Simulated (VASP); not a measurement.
# Hf5F (P-6m2) in VASP: further runs, part 2 of 2

VASP 6.6.1.

### 3 Single point, PBE

This run uses another cell than the first one, of 20.11 Å³/atom.

INCAR

```
PREC     = Accurate       # precision mode
ENCUT    = 520            # plane-wave cutoff, eV
EDIFF    = 1E-6           # SCF threshold, eV
ISMEAR   = 0              # smearing method
SIGMA    = 0.1            # smearing width, eV
LREAL    = F              # projectors in reciprocal space
LASPH    = T              # aspherical terms in the spheres
NELM     = 80             # most SCF steps
ALGO     = Normal         # electronic algorithm
ISIF     = 2              # what is computed and relaxed
LWAVE    = F              # write WAVECAR
LCHARG   = T              # write CHGCAR
GGA      = PE             # functional
LELF     = T              # ELF
LVHAR    = T            
NBANDS   = 38             # bands
```

KPOINTS

```
regular mesh
0
Gamma
  6 6 2
```

POSCAR

```
Hf5F
1.0
    3.1801469893     -0.0000000032      0.0000000000
   -1.5900734919      2.7540880821      0.0000000000
    0.0000000000      0.0000000000     13.7777055521
Hf F
5 1
Direct
    0.6666666667      0.3333333333      0.8638787390
    0.0000000000      0.0000000000      0.6877044340
    0.6666666667      0.3333333333      0.5000000000
    0.0000000000      0.0000000000      0.3122955660
    0.6666666667      0.3333333333      0.1361212610
    0.0000000000      0.0000000000      0.0000000000
```

Potentials or basis: VASP PAW PBE potentials, release 64 (Hf_pv, F).

Run with:

```bash
cat potpaw_PBE.64/Hf_pv/POTCAR potpaw_PBE.64/F/POTCAR > POTCAR
mpirun -np 1 vasp_std > vasp.out
```

OUTCAR:

```text
PREC = Accurate
   ENCUT = 520
   EDIFF = 1E-6
   ISMEAR = 0
   LREAL = F
   LASPH = T
   NELM = 80
   ISIF = 2
   GGA = PE

 ion  position               nearest neighbor table
   1  0.667  0.333  0.864-   6 2.62   6 2.62   6 2.62   2 3.04   2 3.04   2 3.04   5 3.75
   2  0.000  0.000  0.688-   1 3.04   1 3.04   1 3.04   3 3.17   3 3.17   3 3.17
   3  0.667  0.333  0.500-   2 3.17   4 3.17   2 3.17   4 3.17   2 3.17   4 3.17
   4  0.000  0.000  0.312-   5 3.04   5 3.04   5 3.04   3 3.17   3 3.17   3 3.17
   5  0.667  0.333  0.136-   6 2.62   6 2.62   6 2.62   4 3.04   4 3.04   4 3.04   1 3.75
   6  0.000  0.000  0.000-   1 2.62   5 2.62   1 2.62   5 2.62   1 2.62   5 2.62

  LATTYP: Found a hexagonal cell.
 ALAT       =     3.1801469893
 C/A-ratio  =     4.3324115516

  Lattice vectors:

 A1 = (   3.1801469893,  -0.0000000032,   0.0000000000)
 A2 = (  -1.5900734919,   2.7540880821,   0.0000000000)
 A3 = (   0.0000000000,   0.0000000000,  13.7777055521)

Analysis of symmetry for initial positions (statically):
=====================================================================
 Subroutine PRICEL returns:
 Original cell was already a primitive cell.

 Routine SETGRP: Setting up the symmetry group for a
 hexagonal supercell.

 Subroutine GETGRP returns: Found 12 space group operations
 (whereof 12 operations were pure point group operations)
 out of a pool of 24 trial point group operations.

The static configuration has the point symmetry D_3h.

Analysis of symmetry for dynamics (positions and initial velocities):
=====================================================================
 Subroutine PRICEL returns:
 Original cell was already a primitive cell.

 Routine SETGRP: Setting up the symmetry group for a
 hexagonal supercell.

 Subroutine GETGRP returns: Found 12 space group operations
 (whereof 12 operations were pure point group operations)
 out of a pool of 24 trial point group operations.

The dynamic configuration has the point symmetry D_3h.

 Subroutine INISYM returns: Found 12 space group operations
 (whereof 12 operations are pure point group operations),
 and found     1 'primitive' translations

----------------------------------------------------------------------------------------

                                     Primitive cell

  volume of cell :     120.6707

  direct lattice vectors                    reciprocal lattice vectors
     3.180146989 -0.000000003  0.000000000     0.314450874  0.181548296  0.000000000
    -1.590073492  2.754088082  0.000000000     0.000000000  0.363096593  0.000000000
     0.000000000  0.000000000 13.777705552     0.000000000  0.000000000  0.072581026

  length of vectors
     3.180146989  3.180146989 13.777705552     0.363096593  0.363096593  0.072581026

  position of ions in fractional coordinates (direct lattice)
     0.666666667  0.333333333  0.863878739
     0.000000000  0.000000000  0.687704434
     0.666666667  0.333333333  0.500000000
     0.000000000  0.000000000  0.312295566
     0.666666667  0.333333333  0.136121261
     0.000000000  0.000000000  0.000000000

  ion indices of the primitive-cell ions
   primitive index   ion index
[... 38 lines left out ...]
  0.500000  0.000000  0.000000      3.000000
  0.166667  0.166667  0.000000      6.000000
  0.333333  0.166667  0.000000     12.000000
  0.333333  0.333333  0.000000      2.000000
  0.000000  0.000000  0.500000      1.000000
  0.166667  0.000000  0.500000      6.000000
  0.333333  0.000000  0.500000      6.000000
  0.500000  0.000000  0.500000      3.000000
  0.166667  0.166667  0.500000      6.000000
  0.333333  0.166667  0.500000     12.000000
  0.333333  0.333333  0.500000      2.000000
   k-points           NKPTS =     14   k-points in BZ     NKDIM =     14   number of bands    NBANDS=     38
   number of dos      NEDOS =    301   number of ions     NIONS =      6
   total plane-waves  NPLWV =  62208
   dimension x,y,z NGX =    24 NGY =   24 NGZ =  108
   dimension x,y,z NGXF=    48 NGYF=   48 NGZF=  216
   ions per type =               5   1
   NGX,Y,Z   is equivalent  to a cutoff of  12.55, 12.55, 13.03 a.u.
   NGXF,Y,Z  is equivalent  to a cutoff of  25.09, 25.09, 26.06 a.u.
 SYSTEM =  unknown system
   PREC   = accura    normal or accurate (medium, high low for compatibility)
   ISTART =      0    job   : 0-new  1-cont  2-samecut
   ICHARG =      2    charge: 1-file 2-atom 10-const
   ISPIN  =      1    spin polarized calculation?
   LNONCOLLINEAR =      F non collinear calculations
   LSORBIT =      F    spin-orbit coupling
   LASPH  =      T    aspherical Exc in radial PAW
   ENCUT  =  520.0 eV  38.22 Ry    6.18 a.u.   5.91  5.91 25.62*2*pi/ulx,y,z
   NELM   =     80;   NELMIN=  2; NELMDL= -5     # of ELM steps
   EDIFF  = 0.1E-05   stopping-criterion for ELM
   LREAL  =      F    real-space projection
   EDIFFG = 0.1E-04   stopping-criterion for IOM
   NSW    =      0    number of steps for IOM
   IBRION =     -1    ionic relax: 0-MD 1-quasi-New 2-CG
   NFREE  =      0    steps in history (QN), initial steepest desc. (CG)
   ISIF   =      2    stress and relaxation
   ISYM   =      2    0-nonsym 1-usesym 2-fastsym
   POTIM  = 0.5000    time-step for ionic-motion
   TEBEG  =    0.0;   TEEND  =   0.0 temperature during run
   PSTRESS=    0.0 pullay stress
   NELECT =      57.0000    total number of electrons
   NUPDOWN=      -1.0000    fix difference up-down
   EMIN   =  10.00;   EMAX   =-10.00  energy-range for DOS
   EFERMI =   0.00;   METHOD = LEGACY
   ISMEAR =     0;   SIGMA  =   0.10  broadening in eV -4-tet -1-fermi 0-gaus
   EFERMI_NEDOS =   21; number of points for ismear=-14 and -15
   IALGO  =     38    algorithm
   IMIX   =      4    mixing-type and parameters
     AMIX     =   0.40;   BMIX     =  1.00
     AMIX_MAG =   1.60;   BMIX_MAG =  1.00
  volume/ion in A,a.u.               =      20.11       135.72
  Fermi-wavevector in a.u.,A,eV,Ry     =   1.274968  2.409339 22.116846  1.625542
  Thomas-Fermi vector in A             =   2.407706
   LORBIT       =      0    0 simple, 1 ext, 2 COOP (PROOUT), +10 PAW based schemes
   GGA     = PE    functional components
   LHFCALC =     F    Hartree Fock is set to
   AEXX    =    0.0000 exact exchange contribution
   IVDW    =     0    specifies the selected vdW correction
   LEPSILON=     F    determine dielectric tensor
   LRPA    =     F    only Hartree local field effects (RPA)
 non-spin polarized calculation
 Gauss-broadening in eV      SIGMA  =   0.10
  energy-cutoff  :      520.00
  volume of cell :      120.67
 maximum number of plane-waves:      3273
 NGX is ok and might be reduce to    24
   NGX = 11   NGY = 11   NGZ = 51

 number of electron      57.0000005 magnetization

 Free energy of the ion-electron system (eV)
  ---------------------------------------------------
  ext. energy  EPLUGINS =         0.00000000
  ---------------------------------------------------
  free energy    TOTEN  =       -54.28177724 eV

  energy without entropy =      -54.24218387  energy(sigma->0) =      -54.26198056

 E-fermi :   5.1348     XC(G=0): -11.1883

 val. band max:        5.1274185499   @ k =   0.1667   0.0000   0.5000
 cond. band min:       5.1431533025   @ k =   0.1667   0.0000   0.5000
 fundamental gap:      0.0157347526
 Fermi energy:         5.1348074831

 k-point     1 :       0.0000    0.0000    0.0000
  band No.  band energies     occupation
      1     -26.3418      2.00000
      2     -26.2678      2.00000
      3     -25.7279      2.00000
      4     -25.7279      2.00000
      5     -25.7249      2.00000
      6     -25.7249      2.00000
[... 563 lines left out ...]
     37       7.6197      0.00000
     38       8.4611      0.00000

------------------------ aborting loop because EDIFF is reached ----------------------------------------

  FORCE on cell =-STRESS in cart. coord.  units (eV):
  Direction    XX          YY          ZZ          XY          YZ          ZX
  --------------------------------------------------------------------------------------
  -------------------------------------------------------------------------------------
  Total       -0.6039762     -0.6039762     -0.6977591      0.0000000      0.0000000      0.0000000
  in kB       -8.0191529     -8.0191529     -9.2643334      0.0000000      0.0000000      0.0000000
  external PRESSURE =      -8.4342131 kB  Pullay stress =       0.0000000 kB

 VOLUME and BASIS-vectors are now :
 -----------------------------------------------------------------------------
  energy-cutoff  :      520.00
  volume of cell :      120.67
      direct lattice vectors                 reciprocal lattice vectors
     3.180146989 -0.000000003  0.000000000     0.314450874  0.181548296  0.000000000
    -1.590073492  2.754088082  0.000000000     0.000000000  0.363096593  0.000000000
     0.000000000  0.000000000 13.777705552     0.000000000  0.000000000  0.072581026

 POSITION                                       TOTAL-FORCE (eV/Angst)
 -----------------------------------------------------------------------------------
      1.59007      0.91803     11.90227        -0.000000      0.000000      0.006926
      0.00000      0.00000      9.47499         0.000000     -0.000000      0.034335
      1.59007      0.91803      6.88885         0.000000     -0.000000      0.000000
      0.00000      0.00000      4.30272         0.000000     -0.000000     -0.034335
      1.59007      0.91803      1.87544        -0.000000      0.000000     -0.006926
      0.00000      0.00000      0.00000        -0.000000      0.000000      0.000000
 -----------------------------------------------------------------------------------
    total drift:                               -0.000000      0.000000      0.000000

  FREE ENERGIE OF THE ION-ELECTRON SYSTEM (eV)
  ---------------------------------------------------
  free  energy   TOTEN  =       -54.2817772428 eV

  energy  without entropy=      -54.2421838686  energy(sigma->0) =      -54.26198056
```

It took 50 s on 1 thread of Intel Xeon 6975P-C (Granite Rapids), shared host; peak memory 0.25 GiB.

Results:

* Free energy: -54.2818 eV
* Pressure: -0.8 GPa
* Largest force: 0.034 eV/Å
* Band gap on the k mesh: zero (an odd number of electrons rules out a gap without spin polarisation)

Forces in eV/Å, atoms in the order of the input:
```
Hf   0.000  0.000  0.007
Hf   0.000  0.000  0.034
Hf   0.000  0.000  0.000
Hf   0.000  0.000 -0.034
Hf   0.000  0.000 -0.007
F    0.000  0.000  0.000
```

Stress tensor (GPa, compression positive):
```
-0.80  0.00  0.00
 0.00 -0.80  0.00
 0.00  0.00 -0.93
```

Caveat: the k points lie up to 0.38 Å⁻¹ apart, too coarse for converged energies and pressures of a metal; spin-orbit coupling is left out, which moves the levels of the heavy elements; an odd number of electrons without spin polarisation forces a metal; a magnetic or distorted state may lie lower.

### 4 Relaxation of cell and atoms, PBE

INCAR

```
SYSTEM = Hf5F
  ALGO = Normal
  EDIFF = 1E-7
  EDIFFG = -0.04
  ENCUT = 600
  GGA = PE
  IBRION = 2
  ISIF = 3
  ISMEAR = 0
  LASPH = .True.
  LCHARG = .False.
  LREAL = .False.
  LWAVE = .False.
  NELM = 100
  NSW = 90
  PREC = Accurate
  SIGMA = 0.1
```

KPOINTS

```
k-points
0
Gamma
  6 6 2
  0 0 0
```

POSCAR

```
Hf5F
1.0
    2.9012552900      0.0000000000      0.0000000000
   -1.4506276400      2.5125607800      0.0000000000
    0.0000000000      0.0000000000     14.1022498900
Hf F
5 1
Direct
    0.6666666700      0.3333333300      0.8353336500
    0.0000000000      0.0000000000      0.6676422400
    0.6666666700      0.3333333300      0.5000000000
    0.0000000000      0.0000000000      0.3323577600
    0.6666666700      0.3333333300      0.1646663500
    0.0000000000      0.0000000000      0.0000000000
```

Run with:

```bash
cat potpaw_PBE.64/Hf_pv/POTCAR potpaw_PBE.64/F/POTCAR > POTCAR
mpirun -np 1 vasp_std > vasp.out
```

Run time: 8.1 min. Hardware: 1 thread of Intel Xeon 6975P-C (Granite Rapids), shared host; peak memory 0.28 GiB.

It converged, with:

- Free energy: -54.2774 eV
- Relaxed volume: 19.94 Å³/atom
- Relaxed cell: a = 3.174 Å, b = 3.174 Å, c = 13.715 Å, α = 90.00°, β = 90.00°, γ = 120.00°
- Space group after relaxing (to 0.1 Å): P-6m2 (No. 187)
- Energy gained by relaxing: 476.5 meV/atom
- Ionic steps: 13
- Pressure after relaxing: -0.1 GPa
- Largest force after relaxing: 0.039 eV/Å
- Band gap on the k mesh: zero (an odd number of electrons rules out a gap without spin polarisation)

Forces on the atoms (eV/Å):
```
Hf   0.000  0.000 -0.039
Hf   0.000  0.000 -0.021
Hf   0.000  0.000  0.000
Hf   0.000  0.000  0.021
Hf   0.000  0.000  0.039
F    0.000  0.000  0.000
```

Stress tensor (GPa, compression positive):
```
-0.09  0.00  0.00
 0.00 -0.09  0.00
 0.00  0.00  0.01
```

Step by step:
```tsv
step	energy change (eV)	largest force (eV/Å)	pressure (GPa)	volume (Å³)
1	0.0000	2.9233	26.78	102.80
2	-0.8303	0.7523	-14.68	151.23
3	-2.1083	0.9364	-2.57	127.24
4	-2.1098	0.9725	-2.08	126.59
5	-2.3839	0.8338	-1.17	124.28
6	-2.5059	0.7764	0.59	121.39
7	-2.6855	0.5430	-0.46	121.60
8	-2.8326	0.1914	-2.26	122.17
9	-2.8406	0.0648	-2.07	122.07
10	-2.7859	0.2259	4.62	114.85
11	-2.8575	0.0402	-0.06	119.67
12	-2.8575	0.0416	-0.01	119.62
13	-2.8588	0.0391	-0.06	119.66
```

Final structure:
```yaml
crystal:
  lattice:
    - [3.17409, 0.00000, 0.00000]
    - [-1.58705, 2.74885, 0.00000]
    - [0.00000, 0.00000, 13.71499]
  atoms:
    - { symbol: Hf, position: [0.66667, 0.33333, 0.86533] }
    - { symbol: Hf, position: [0.00000, 0.00000, 0.68888] }
    - { symbol: Hf, position: [0.66667, 0.33333, 0.50000] }
    - { symbol: Hf, position: [0.00000, 0.00000, 0.31112] }
    - { symbol: Hf, position: [0.66667, 0.33333, 0.13467] }
    - { symbol: F, position: [0.00000, 0.00000, 0.00000] }
```

Levels at points of the mesh, in eV from the Fermi level:
```tsv
k point	band 25	band 26	band 27	band 28	band 29	band 30	band 31	band 32
(0.00, 0.00, 0.00)	-0.44	0.03	0.71	0.79	0.79	0.93	0.93	0.99
(0.50, 0.00, 0.00)	-1.99	-1.63	-1.16	-0.98	0.76	0.84	1.02	1.18
(0.00, 0.00, 0.50)	-0.52	0.21	0.36	0.82	0.82	0.92	0.92	1.12
(0.50, 0.00, 0.50)	-2.09	-1.41	-1.23	-0.91	0.62	0.83	0.92	1.07
```

Caveat: the k points lie up to 0.38 Å⁻¹ apart in the final cell, too coarse for converged energies and pressures of a metal; the volume moved by over 15 % at a fixed basis, so the end points are rough; spin-orbit coupling is left out, which moves the levels of the heavy elements; an odd number of electrons without spin polarisation forces a metal; a magnetic or distorted state may lie lower.

### 5 Single point, PBE

This run uses another cell than the first one, of 20.09 Å³/atom.

INCAR

```
SYSTEM = Hf5F
PREC     = Accurate       ! precision mode
ENCUT    = 520            ! plane-wave cutoff, eV
EDIFF    = 1E-7           ! SCF threshold, eV
ISMEAR   = 0              ! smearing method
SIGMA    = 0.1            ! smearing width, eV
LREAL    = .FALSE.        ! projectors in reciprocal space
LASPH    = .TRUE.         ! aspherical terms in the spheres
NELM     = 60             ! most SCF steps
ALGO     = Normal         ! electronic algorithm
ISIF     = 2              ! what is computed and relaxed
LWAVE    = .FALSE.        ! write WAVECAR
LCHARG   = .FALSE.        ! write CHGCAR
GGA      = PE             ! functional
NBANDS   = 38             ! bands
```

KPOINTS

```
Automatic mesh
0
G
  12 12 4
  0 0 0
```

POSCAR

```
Hf5F
1.0
    3.1803021518      0.0000000000      0.0000000000
   -1.5901510759      2.7542224551      0.0000000000
    0.0000000000      0.0000000000     13.7588989951
Hf F
5 1
Direct
    0.6666666667      0.3333333333      0.8649049889
    0.0000000000      0.0000000000      0.6887188288
    0.6666666667      0.3333333333      0.5000000000
    0.0000000000      0.0000000000      0.3112811712
    0.6666666667      0.3333333333      0.1350950111
    0.0000000000      0.0000000000      0.0000000000
```

Run with:

```bash
cat potpaw_PBE.64/Hf_pv/POTCAR potpaw_PBE.64/F/POTCAR > POTCAR
mpirun -np 1 vasp_std > vasp.out
```

Wall time 3.2 min (1 thread of Intel Xeon 6975P-C (Granite Rapids), shared host); peak memory 0.35 GiB.

The run converged. Its results:

```yaml
Free_energy: -54.3266 eV
Pressure: -0.6 GPa
Largest_force: 0.020 eV/Å
Band_gap_on_the_k_mesh: zero (an odd number of electrons rules out a gap without spin polarisation)
```

Forces in eV/Å, atoms in the order of the input:
```
Hf   0.000  0.000  0.003
Hf   0.000  0.000  0.020
Hf   0.000  0.000  0.000
Hf   0.000  0.000 -0.020
Hf   0.000  0.000 -0.003
F    0.000  0.000  0.000
```

Stress tensor (GPa, compression positive):
```
-0.55  0.00  0.00
 0.00 -0.55  0.00
 0.00  0.00 -0.75
```

Levels at points of the mesh, in eV from the Fermi level:
```
           k point  band 26  band 27  band 28  band 29  band 30  band 31  band 32  band 33
(0.00, 0.00, 0.00)     0.03     0.74     0.85     0.85     0.99     0.99     1.02     1.14
(0.50, 0.00, 0.00)    -1.58    -1.15    -0.96     0.78     0.86     1.04     1.19     1.25
(0.00, 0.00, 0.50)     0.21     0.40     0.89     0.89     0.98     0.98     1.12     1.12
(0.50, 0.00, 0.50)    -1.37    -1.21    -0.90     0.65     0.87     0.92     1.09     1.47
```

Caveat: spin-orbit coupling is left out, which moves the levels of the heavy elements; an odd number of electrons without spin polarisation forces a metal; a magnetic or distorted state may lie lower.

### 6 The runs side by side

```tsv
task	cell	k mesh	cutoff (eV)	gap on the mesh (eV)	pressure (GPa)	largest force (eV/Å)
single point	a = 2.901, b = 2.901, c = 14.102 Å, angles 90.0, 90.0, 120.0°, 6 atoms, atomic positions A	6 × 6 × 2	520	none	26.8	2.92
single point	a = 3.180, b = 3.180, c = 13.778 Å, angles 90.0, 90.0, 120.0°, 6 atoms, atomic positions B	6 × 6 × 2	520	none	-0.8	0.03
relaxation of cell and atoms	relaxed from a = 2.901, b = 2.901, c = 14.102 Å, angles 90.0, 90.0, 120.0°, 6 atoms, atomic positions A	6 × 6 × 2	600	none	-0.1	0.04
single point	a = 3.180, b = 3.180, c = 13.759 Å, angles 90.0, 90.0, 120.0°, 6 atoms, atomic positions C	12 × 12 × 4	520	none	-0.6	0.02
```

Alike in all rows: level PBE; potentials or basis VASP PAW PBE potentials, release 64 (Hf_pv, F); no spin polarisation; smearing gaussian 0.1 eV.

Caveats: some runs use coarse meshes; spin-orbit coupling is left out, which moves the levels of the heavy elements; an odd number of electrons without spin polarisation forces a metal; a magnetic or distorted state may lie lower; the volume moved by over 15 % at a fixed basis, so the end points are rough (at least some runs).

Total energies depend on the potentials used, so only differences within one code and one set of settings carry meaning.

The gap in the log of VASP goes by the Fermi energy; the results here count the filled bands.